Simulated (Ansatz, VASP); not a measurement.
Two plane-wave programs on In

```
CELL_PARAMETERS angstrom
3.43973 0.00000 0.00000
-1.71987 2.97889 0.00000
0.00000 0.00000 11.17325
ATOMIC_POSITIONS crystal
In 0.00000 0.00000 0.00000
In 0.00000 0.00000 0.50000
In 0.33333 0.66667 0.25000
In 0.66667 0.33333 0.75000
```

Alike in both runs: task single point; functional PBE; k mesh 12 × 12 × 4; occupations fermi-dirac, width 0.1 eV; no spin polarisation.

|  | VASP | Ansatz |
| --- | --- | --- |
| version | VASP 6.6.1 | Ansatz 0.2.0 |
| potentials or method | VASP PAW PBE potentials, release 64 (In_d), cutoff 520 eV | plane waves (420 eV) with PAW, scalar-relativistic |
| valence electrons in the cell | 52 | 52 |

|  | VASP | Ansatz | Ansatz less VASP |
| --- | --- | --- | --- |
| pressure (GPa) | -1.3 | -1.2 | +0.05 |

The functional is the same, so the differences come from potentials, cutoffs and numerics.
